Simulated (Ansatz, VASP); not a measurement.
**AlN in VASP and in Ansatz**

INCAR

```
ALGO     = Normal         # electronic algorithm
EDIFF    = 1E-7           # SCF threshold, eV
ENCUT    = 520            # plane-wave cutoff, eV
GGA      = PS             # functional
ISIF     = 2              # what is computed and relaxed
ISMEAR   = 0              # smearing method
LASPH    = True           # aspherical terms in the spheres
LCHARG   = False          # write CHGCAR
LREAL    = False          # projectors in reciprocal space
LWAVE    = False          # write WAVECAR
NBANDS   = 26             # bands
NELM     = 60             # most SCF steps
PREC     = Accurate       # precision mode
SIGMA    = 0.05           # smearing width, eV
```

KPOINTS

```
k-points
0
Gamma
  8 8 8
```

Contents of POSCAR:

```
AlN
1.0
   -3.1135599857      0.0000000000      0.0000000000
    0.0000000000      5.3928440876      0.0000000000
    1.5567799928     -2.6964220438     -4.9833504711
Al N
4 4
Direct
    1.0105485265      0.3361877850      0.9984862794
    0.5105485265      0.8361877850      0.9984862794
    0.2379377529      0.9122984944      0.4984862794
    0.7379377529      0.4122984944      0.4984862794
    0.7981585128      0.1493799584      0.6165170587
    0.2981585128      0.6493799584      0.6165170587
    0.0683585459      0.7171371003      0.1165170587
    0.5683585459      0.2171371003      0.1165170587
```

Input for Ansatz:

```yaml
crystal:
  lattice:
    - [-3.1135599857, 0.0, 0.0]
    - [0.0, 5.3928440876, 0.0]
    - [1.5567799928, -2.6964220438, -4.9833504711]
  atoms:
    - { symbol: Al, position: [1.0105485265, 0.336187785, 0.9984862794] }
    - { symbol: Al, position: [0.5105485265, 0.836187785, 0.9984862794] }
    - { symbol: Al, position: [0.2379377529, 0.9122984944, 0.4984862794] }
    - { symbol: Al, position: [0.7379377529, 0.4122984944, 0.4984862794] }
    - { symbol: "N", position: [0.7981585128, 0.1493799584, 0.6165170587] }
    - { symbol: "N", position: [0.2981585128, 0.6493799584, 0.6165170587] }
    - { symbol: "N", position: [0.0683585459, 0.7171371003, 0.1165170587] }
    - { symbol: "N", position: [0.5683585459, 0.2171371003, 0.1165170587] }
basis:
  ecutwfc: 520.0
kpoints:
  mp_grid: { grid: [8, 8, 8] }
hamiltonian:
  xc: pbesol
  pseudopotentials: { kind: paw, azcp: { folder: soft_1 } }
scf:
  occupations: { method: gaussian, width: 0.05 }
output:
  forces: true
  stress: true
  eigenvalues: true
```

Change from the starting cell: mode 4 frozen in at -0.035 Å and mode 15 at +0.042 Å (largest displacements).

Alike in both runs: task single point; functional PBEsol; k mesh 8 × 8 × 8; occupations gaussian, width 0.05 eV; no spin polarisation.

|  | VASP | Ansatz |
| --- | --- | --- |
| version | VASP 6.6.1 | Ansatz 0.2.0 |
| potentials or method | VASP PAW PBE potentials, release 64 (Al, N), cutoff 520 eV | scalar-relativistic, plane waves, PAW |
| valence electrons in the cell | 32 | 32 |

|  | VASP | Ansatz | Ansatz less VASP |
| --- | --- | --- | --- |
| gap on the k mesh at the Fermi level (eV) | 4.09 | 4.07 | -0.016 |
| least direct gap on the mesh (eV) | 4.09 | 4.07 | -0.016 |
| pressure (GPa) | 0.6 | 0.5 | -0.02 |
| traceless stress, the component that is largest in VASP (GPa) | 5.32 | 5.24 | -0.073 |
| rms of the force components (eV/Å) | 0.575 | 0.570 | -0.0052 |

VASP's potentials were made for PBE, not for PBEsol, and Ansatz warns of the same on its side. Atom by atom the forces differ by 0.005 eV/Å (rms over components). The functional is the same, so the differences come from potentials, cutoffs and numerics.
